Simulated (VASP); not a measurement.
Runs of VASP 6.6.1 on SiC (zincblende type). The structure is that of space group F-43m (No. 216), or close to it. The cells are those of the table. 

| task | cell | gap on the mesh (eV) | pressure (GPa) |
| --- | --- | --- | --- |
| single point | a = 3.097 Å, angles 60.0°, 2 atoms | 1.37 | -0.1 |
| electric field gradients | a = 3.097 Å, angles 60.0°, 2 atoms | 1.37 | -0.1 |
| electric field gradients | a = 3.158 Å, angles 60.0°, 2 atoms | 1.42 | (b) |
| electric field gradients | a = 3.076 Å, angles 60.0°, 2 atoms | (a) | 4.4 |
| electric field gradients | a = 3.034 Å, angles 60.0°, 2 atoms | 1.31 | 14.6 |

Alike in all rows: level PBE; potentials or basis VASP PAW PBE potentials, release 64 (Si, C); no spin polarisation; k mesh 16 × 16 × 16; cutoff (eV) 520; smearing fermi-dirac 0.08 eV.

**Question.** Estimate the missing entries.

**Answer.** (a) 1.35; (b) -11.1.

Caveats: the cell stands under pressure (at least some runs); the cell stands under tension (at least some runs).

A k mesh can miss the band edges.
